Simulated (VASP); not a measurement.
# WSe2: single point with PBE

The system is WSe2.

```
W Se
1.0
     3.22136    0.00000    0.00000
    -1.61068    2.78978    0.00000
     0.00000    0.00000   14.59251
W Se
2 4
Direct
  0.66667 0.33333 0.75000
  0.33333 0.66667 0.25000
  0.33333 0.66667 0.86758
  0.66667 0.33333 0.36758
  0.33333 0.66667 0.63242
  0.66667 0.33333 0.13242
```

```json
{
  "Program": "VASP 6.6.1",
  "Task": "single point",
  "Functional": "PBE",
  "Potentials or basis": "VASP PAW PBE potentials, release 64 (W_sv, Se)",
  "Cutoff": "520 eV",
  "k mesh": "12 × 12 × 2",
  "Occupations": "gaussian, width 0.02 eV",
  "Spin": "no spin polarisation",
  "Dipole correction": "no",
  "Further INCAR settings": "ALGO = Normal; EDIFF = 1e-06; NBANDS = 35"
}
```

```
Pressure               : 4.9 GPa
Largest force          : 0.049 eV/Å
Band gap on the k mesh : 1.20 eV (least direct gap 1.92 eV)
```

Forces in eV/Å, atoms in the order of the input:
```
W    0.000  0.000  0.000
W    0.000  0.000  0.000
Se   0.000  0.000  0.049
Se   0.000  0.000  0.049
Se   0.000  0.000 -0.049
Se   0.000  0.000 -0.049
```

Stress tensor (GPa, compression positive):
```
6.96 0.00 0.00
0.00 6.96 0.00
0.00 0.00 0.64
```

Levels at points of the mesh, in eV from the valence-band top:
```csv
k point,band 22,band 23,band 24,band 25,band 26,band 27,band 28,band 29,band 30,band 31
"(0.00, 0.00, 0.00)",-1.00,-1.00,-0.99,-0.99,-0.35,3.12,3.12,3.13,3.13,3.20
"(0.50, 0.00, 0.00)",-2.44,-1.15,-1.14,-0.74,-0.69,2.69,2.71,2.72,2.95,3.37
"(0.00, 0.00, 0.50)",-0.99,-0.99,-0.99,-0.59,-0.59,3.12,3.12,3.12,3.12,3.22
"(0.50, 0.00, 0.50)",-2.46,-1.14,-1.14,-0.71,-0.71,2.71,2.71,2.82,2.82,3.63
```

Wall time 77 s on 1 thread of Intel(R) Xeon(R) 6975P-C (Granite Rapids), with other jobs on the host, peak memory 0.32 GiB.

Caveat: the stress differs along the axes, from 1 to 7 GPa; spin-orbit coupling is left out, which moves the levels of the heavy elements; this functional lacks dispersion, which binds layers or chains, so the pressure and a relaxed spacing across them are unreliable. A k mesh can miss the band edges.
